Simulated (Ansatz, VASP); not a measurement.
**Ru in VASP and in Ansatz**

```
CELL_PARAMETERS angstrom
4.22190 0.00000 0.00000
-2.11095 3.65627 0.00000
0.00000 0.00000 2.65128
ATOMIC_POSITIONS crystal
Ru 0.00000 0.00000 0.00000
Ru 0.33333 0.66667 0.50000
Ru 0.66667 0.33333 0.50000
```

Alike in both runs: functional PBEsol; k mesh 12 × 12 × 18; occupations gaussian, width 0.1 eV; no spin polarisation.

Ansatz relaxed the structure, and its values are those at the end. VASP's run is a single point on that final structure, the one shown.

|  | VASP | Ansatz |
| --- | --- | --- |
| version | VASP 6.6.1 | Ansatz 0.2.0 |
| potentials or method | VASP PAW PBE potentials, release 64 (Ru_pv), cutoff 520 eV | scalar-relativistic, plane waves, PAW |
| valence electrons in the cell | 42 | 48 |

|  | VASP | Ansatz | Ansatz less VASP |
| --- | --- | --- | --- |
| gap on the k mesh at the Fermi level (eV) | none | none | - |
| pressure (GPa) | 0.1 | 0.0 | -0.09 |

VASP's potentials were made for PBE, not for PBEsol. A gap of «none» marks a metal or a gap that the smearing closes. VASP's potentials hold 42 valence electrons a cell and Ansatz's 48, so a difference there can come from the potentials and not from the codes.
